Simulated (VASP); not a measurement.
A run of VASP 6.6.1:

Contents of INCAR:

```
PREC = Accurate
ENCUT = 520
EDIFF = 1E-7
ISMEAR = -1
SIGMA = 0.08
LREAL = F
LASPH = T
NELM = 60
ALGO = Normal
ISIF = 2
LWAVE = F
LCHARG = F
GGA = PE
NBANDS = 12
```

KPOINTS

```
Automatic mesh
0
Gamma
  14 14 14
```

The input POSCAR:

```
Au
1.0
    0.0000000000      2.0590467524      2.0590467524
    2.0590467524      0.0000000000      2.0590467524
    2.0590467524      2.0590467524      0.0000000000
Au
1
Direct
    0.0000000000      0.0000000000      0.0000000000
```

Potentials or basis: VASP PAW PBE potentials, release 64 (Au).

Launch:

```sh
$ cat potpaw_PBE.64/Au/POTCAR > POTCAR
$ mpirun -np 1 vasp_std > vasp.out
```

Hardware: 1 thread of Intel Xeon 8259CL (shared host).

Q: How long does it take, and how much memory?

A: Run time: 22 s on 1 thread of Intel Xeon 8259CL, on a shared host, peak memory 0.15 GiB. Counts: scf iterations 11, k points 104.
